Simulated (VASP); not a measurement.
# PbS (Pnma) in VASP: settings compared

The runs below take PbS through single point, with PBE+D3(BJ), PBE.

Everything below comes from runs of VASP 6.6.1. Logs are shortened: lines on timing, memory, paths and dates and some standing lists are left out, and cuts for length are marked.

## Step 1: The cell of the first run

The typed cell holds 8 atoms: a = 8.388 Å, b = 4.194 Å, c = 5.949 Å, α = 90.00°, β = 90.00°, γ = 90.00°.

## Step 2: Single point, PBE+D3(BJ)

Contents of INCAR:

```
SYSTEM = PbS
ALGO = Normal ; EDIFF = 1E-6
ENCUT = 520 ; GGA = PE
ISIF = 2 ; ISMEAR = -1
IVDW = 12 ; LASPH = .TRUE.
LCHARG = .FALSE. ; LREAL = .FALSE.
LWAVE = .FALSE. ; NBANDS = 50
NELM = 60 ; PREC = Accurate
SIGMA = 0.02
```

Contents of KPOINTS:

```
k-points
0
G
  4 6 4
  0 0 0
```

Contents of POSCAR:

```
PbS
1.0
    8.3878011656      0.0000000000      0.0000000000
    0.0000000000      4.1936652301      0.0000000000
    0.0000000000      0.0000000000      5.9493027250
Pb S
4 4
Direct
    0.1247782392      0.7500000000      0.7502271580
    0.6247782392      0.7500000000      0.7497728420
    0.8752217608      0.2500000000      0.2497728420
    0.3752217608      0.2500000000      0.2502271580
    0.8753805543      0.2500000000      0.7503058015
    0.3753805543      0.2500000000      0.7496941985
    0.1246194457      0.7500000000      0.2496941985
    0.6246194457      0.7500000000      0.2503058015
```

Potentials or basis: VASP PAW PBE potentials, release 64 (Pb_d, S).

Run with:

```console
> cat potpaw_PBE.64/Pb_d/POTCAR potpaw_PBE.64/S/POTCAR > POTCAR
> mpirun -np 1 vasp_std > vasp.out
```

OUTCAR:

```text
SYSTEM = PbS
   EDIFF = 1E-6
   ENCUT = 520
   GGA = PE
   ISIF = 2
   ISMEAR = -1
   IVDW = 12
   LASPH = .TRUE.
   LREAL = .FALSE.
   NELM = 60
   PREC = Accurate
 IVDW          = 12

 ion  position               nearest neighbor table
   1  0.125  0.750  0.750-   5 2.96   5 2.96   6 2.97   6 2.97   7 2.97   7 2.98
   2  0.625  0.750  0.750-   6 2.96   6 2.96   5 2.97   5 2.97   8 2.97   8 2.98
   3  0.875  0.250  0.250-   7 2.96   7 2.96   8 2.97   8 2.97   5 2.97   5 2.98
   4  0.375  0.250  0.250-   8 2.96   8 2.96   7 2.97   7 2.97   6 2.97   6 2.98
   5  0.875  0.250  0.750-   1 2.96   1 2.96   2 2.97   2 2.97   3 2.97   3 2.98
   6  0.375  0.250  0.750-   2 2.96   2 2.96   1 2.97   1 2.97   4 2.97   4 2.98
   7  0.125  0.750  0.250-   3 2.96   3 2.96   4 2.97   4 2.97   1 2.97   1 2.98
   8  0.625  0.750  0.250-   4 2.96   4 2.96   3 2.97   3 2.97   2 2.97   2 2.98

  LATTYP: Found a simple orthorhombic cell.
 ALAT       =     4.1936652301
 B/A-ratio  =     1.4186403536
 C/A-ratio  =     2.0001122420

  Lattice vectors:

 A1 = (   0.0000000000,   4.1936652301,   0.0000000000)
 A2 = (   0.0000000000,   0.0000000000,   5.9493027250)
 A3 = (   8.3878011656,   0.0000000000,   0.0000000000)

Analysis of symmetry for initial positions (statically):
=====================================================================
 Subroutine PRICEL returns:
 Original cell was already a primitive cell.

 Routine SETGRP: Setting up the symmetry group for a
 simple orthorhombic supercell.

 Subroutine GETGRP returns: Found  8 space group operations
 (whereof  2 operations were pure point group operations)
 out of a pool of  8 trial point group operations.

The static configuration has the point symmetry S_2 .
 The point group associated with its full space group is D_2h.

Analysis of symmetry for dynamics (positions and initial velocities):
=====================================================================
 Subroutine PRICEL returns:
 Original cell was already a primitive cell.

 Routine SETGRP: Setting up the symmetry group for a
 simple orthorhombic supercell.

 Subroutine GETGRP returns: Found  8 space group operations
 (whereof  2 operations were pure point group operations)
 out of a pool of  8 trial point group operations.

The dynamic configuration has the point symmetry S_2 .
 The point group associated with its full space group is D_2h.

 Subroutine INISYM returns: Found  8 space group operations
 (whereof  2 operations are pure point group operations),
 and found     1 'primitive' translations

----------------------------------------------------------------------------------------

                                     Primitive cell

  volume of cell :     209.2705

  direct lattice vectors                    reciprocal lattice vectors
     8.387801166  0.000000000  0.000000000     0.119220756  0.000000000  0.000000000
     0.000000000  4.193665230  0.000000000     0.000000000  0.238454894  0.000000000
     0.000000000  0.000000000  5.949302725     0.000000000  0.000000000  0.168086925

  length of vectors
     8.387801166  4.193665230  5.949302725     0.119220756  0.238454894  0.168086925

  position of ions in fractional coordinates (direct lattice)
     0.124778239  0.750000000  0.750227158
     0.624778239  0.750000000  0.749772842
     0.875221761  0.250000000  0.249772842
     0.375221761  0.250000000  0.250227158
     0.875380554  0.250000000  0.750305801
     0.375380554  0.250000000  0.749694199
     0.124619446  0.750000000  0.249694199
     0.624619446  0.750000000  0.250305801

  ion indices of the primitive-cell ions
   primitive index   ion index
                 1           1
                 2           2
                 3           3
                 4           4
                 5           5
                 6           6
                 7           7
                 8           8

----------------------------------------------------------------------------------------

 KPOINTS: k-points

Automatic generation of k-mesh.
 Grid dimensions read from file:
 generate k-points for:    4    6    4

 Generating k-lattice:

  Cartesian coordinates                     Fractional coordinates (reciprocal lattice)
     0.029805189  0.000000000  0.000000000     0.250000000  0.000000000  0.000000000
     0.000000000  0.039742482  0.000000000     0.000000000  0.166666667  0.000000000
     0.000000000  0.000000000  0.042021731     0.000000000  0.000000000  0.250000000

  Length of vectors
     0.029805189  0.039742482  0.042021731

  Shift w.r.t. Gamma in fractional coordinates (k-lattice)
     0.000000000  0.000000000  0.000000000

 Subroutine IBZKPT returns following result:
 ===========================================

 Found     36 irreducible k-points:

 Following reciprocal coordinates:
            Coordinates               Weight
  0.000000  0.000000  0.000000      1.000000
  0.250000  0.000000  0.000000      2.000000
  0.500000  0.000000  0.000000      1.000000
  0.000000  0.166667  0.000000      2.000000
  0.250000  0.166667  0.000000      4.000000
  0.500000  0.166667  0.000000      2.000000
[... 16 lines left out ...]
  0.250000  0.500000  0.250000      4.000000
  0.500000  0.500000  0.250000      2.000000
 [... further k-points ...]
   k-points           NKPTS =     36   k-points in BZ     NKDIM =     36   number of bands    NBANDS=     50
   number of dos      NEDOS =    301   number of ions     NIONS =      8
   total plane-waves  NPLWV =  98304
   dimension x,y,z NGX =    64 NGY =   32 NGZ =   48
   dimension x,y,z NGXF=   128 NGYF=   64 NGZF=   96
   ions per type =               4   4
   NGX,Y,Z   is equivalent  to a cutoff of  12.68, 12.69, 13.41 a.u.
   NGXF,Y,Z  is equivalent  to a cutoff of  25.37, 25.37, 26.83 a.u.
 SYSTEM =  PbS
   PREC   = accura    normal or accurate (medium, high low for compatibility)
   ISTART =      0    job   : 0-new  1-cont  2-samecut
   ICHARG =      2    charge: 1-file 2-atom 10-const
   ISPIN  =      1    spin polarized calculation?
   LNONCOLLINEAR =      F non collinear calculations
   LSORBIT =      F    spin-orbit coupling
   LASPH  =      T    aspherical Exc in radial PAW
   ENCUT  =  520.0 eV  38.22 Ry    6.18 a.u.  15.60  7.80 11.06*2*pi/ulx,y,z
   NELM   =     60;   NELMIN=  2; NELMDL= -5     # of ELM steps
   EDIFF  = 0.1E-05   stopping-criterion for ELM
   LREAL  =      F    real-space projection
   EDIFFG = 0.1E-04   stopping-criterion for IOM
   NSW    =      0    number of steps for IOM
   IBRION =     -1    ionic relax: 0-MD 1-quasi-New 2-CG
   NFREE  =      0    steps in history (QN), initial steepest desc. (CG)
   ISIF   =      2    stress and relaxation
   ISYM   =      2    0-nonsym 1-usesym 2-fastsym
   POTIM  = 0.5000    time-step for ionic-motion
   TEBEG  =    0.0;   TEEND  =   0.0 temperature during run
   PSTRESS=    0.0 pullay stress
   NELECT =      80.0000    total number of electrons
   NUPDOWN=      -1.0000    fix difference up-down
   EMIN   =  10.00;   EMAX   =-10.00  energy-range for DOS
   EFERMI =   0.00;   METHOD = LEGACY
   ISMEAR =    -1;   SIGMA  =   0.02  broadening in eV -4-tet -1-fermi 0-gaus
   EFERMI_NEDOS =   21; number of points for ismear=-14 and -15
   IALGO  =     38    algorithm
   IMIX   =      4    mixing-type and parameters
     AMIX     =   0.40;   BMIX     =  1.00
     AMIX_MAG =   1.60;   BMIX_MAG =  1.00
  volume/ion in A,a.u.               =      26.16       176.53
  Fermi-wavevector in a.u.,A,eV,Ry     =   1.188143  2.245265 19.207135  1.411685
  Thomas-Fermi vector in A             =   2.324279
   LORBIT       =      0    0 simple, 1 ext, 2 COOP (PROOUT), +10 PAW based schemes
   GGA     = PE    functional components
   LHFCALC =     F    Hartree Fock is set to
   AEXX    =    0.0000 exact exchange contribution
   IVDW    =    12    specifies the selected vdW correction
   LEPSILON=     F    determine dielectric tensor
   LRPA    =     F    only Hartree local field effects (RPA)
 non-spin polarized calculation
  energy-cutoff  :      520.00
  volume of cell :      209.27
 maximum number of plane-waves:      5668
 NGX is ok and might be reduce to    64
   NGX = 31   NGY = 15   NGZ = 23

 number of electron      79.9999987 magnetization

 Free energy of the ion-electron system (eV)
  ---------------------------------------------------
  ext. energy  EPLUGINS =         0.00000000
  ---------------------------------------------------
  free energy    TOTEN  =       -35.00704091 eV

  energy without entropy =      -35.00703788  energy(sigma->0) =      -35.00703939

 E-fermi :   5.9714     XC(G=0):  -9.6685

 val. band max:        5.7845259616   @ k =   0.0000   0.5000   0.5000
 cond. band min:       6.1579516488   @ k =   0.0000   0.5000   0.5000
 fundamental gap:      0.3734256872
 Fermi energy:         5.9713605801

 k-point     1 :       0.0000    0.0000    0.0000
  band No.  band energies     occupation
      1     -11.1696      2.00000
      2     -11.0659      2.00000
      3     -11.0647      2.00000
      4     -11.0558      2.00000
      5     -11.0337      2.00000
      6     -11.0332      2.00000
[... 42 lines left out ...]
     49      11.0156      0.00000
     50      11.1050      0.00000

 k-point     2 :       0.2500    0.0000    0.0000
  band No.  band energies     occupation
      1     -11.1584      2.00000
      2     -11.0956      2.00000
      3     -11.0497      2.00000
      4     -11.0437      2.00000
      5     -11.0333      2.00000
      6     -11.0313      2.00000
[... 42 lines left out ...]
     49      10.3648      0.00000
     50      10.6395      0.00000

 k-point     3 :       0.5000    0.0000    0.0000
  band No.  band energies     occupation
      1     -11.1300      2.00000
      2     -11.1300      2.00000
      3     -11.0336      2.00000
      4     -11.0336      2.00000
      5     -11.0324      2.00000
      6     -11.0324      2.00000
[... 1102 lines left out ...]
     49      10.1435      0.00000
     50      10.1435      0.00000

 k-point    24 :       0.5000    0.5000    0.2500
  band No.  band energies     occupation
      1     -11.1036      2.00000
      2     -11.1036      2.00000
      3     -11.1036      2.00000
      4     -11.1036      2.00000
      5     -11.0350      2.00000
      6     -11.0350      2.00000
[... 42 lines left out ...]
     49      10.0844      0.00000
     50      10.0844      0.00000

 [... further k-points ...]

------------------------ aborting loop because EDIFF is reached ----------------------------------------

 Edisp (eV)   -2.76972

 E8    (eV) :    -1.2472

  FORCE on cell =-STRESS in cart. coord.  units (eV):
  Direction    XX          YY          ZZ          XY          YZ          ZX
  --------------------------------------------------------------------------------------
  -------------------------------------------------------------------------------------
  Total      -0.15662    -0.15233    -0.12818     0.00000    -0.00000     0.00000
  in kB      -1.19912    -1.16625    -0.98136     0.00000    -0.00000     0.00000
  external pressure =       -1.12 kB  Pullay stress =        0.00 kB

 VOLUME and BASIS-vectors are now :
 -----------------------------------------------------------------------------
  energy-cutoff  :      520.00
  volume of cell :      209.27
      direct lattice vectors                 reciprocal lattice vectors
     8.387801166  0.000000000  0.000000000     0.119220756  0.000000000  0.000000000
     0.000000000  4.193665230  0.000000000     0.000000000  0.238454894  0.000000000
     0.000000000  0.000000000  5.949302725     0.000000000  0.000000000  0.168086925

 POSITION                                       TOTAL-FORCE (eV/Angst)
 -----------------------------------------------------------------------------------
      1.04662      3.14525      4.46333         0.003989      0.000000     -0.003541
      5.24052      3.14525      4.46063         0.003989     -0.000000      0.003541
      7.34119      1.04842      1.48597        -0.003989     -0.000000      0.003541
      3.14729      1.04842      1.48868        -0.003989      0.000000     -0.003541
      7.34252      1.04842      4.46380        -0.003959      0.000000     -0.003613
      3.14862      1.04842      4.46016        -0.003959      0.000000      0.003613
      1.04528      3.14525      1.48551         0.003959     -0.000000      0.003613
      5.23918      3.14525      1.48914         0.003959     -0.000000     -0.003613
 -----------------------------------------------------------------------------------
    total drift:                                0.000000      0.000000     -0.000000

  FREE ENERGIE OF THE ION-ELECTRON SYSTEM (eV)
  ---------------------------------------------------
  free  energy   TOTEN  =       -37.7767623796 eV

  energy  without entropy=      -37.7767593585  energy(sigma->0) =      -37.77676087
```

It took 5.2 min on 1 thread of AMD EPYC 7R43 (Zen 3), shared host; peak memory 0.42 GiB.

What came out:

| Item | Value |
| --- | --- |
| Free energy | -37.7768 eV |
| Pressure | -0.1 GPa |
| Largest force | 0.005 eV/Å |
| Band gap on the k mesh | 0.37 eV |
| Dispersion energy per atom | -0.346 eV |

Forces in eV/Å, atoms in the order of the input:
```
Pb   0.004  0.000 -0.004
Pb   0.004  0.000  0.004
Pb  -0.004  0.000  0.004
Pb  -0.004  0.000 -0.004
S   -0.004  0.000 -0.004
S   -0.004  0.000  0.004
S    0.004  0.000  0.004
S    0.004  0.000 -0.004
```

Caveat: spin-orbit coupling is left out, which moves the levels of the heavy elements. A k mesh can miss the band edges.

(Part 1 of 2 ends here.)
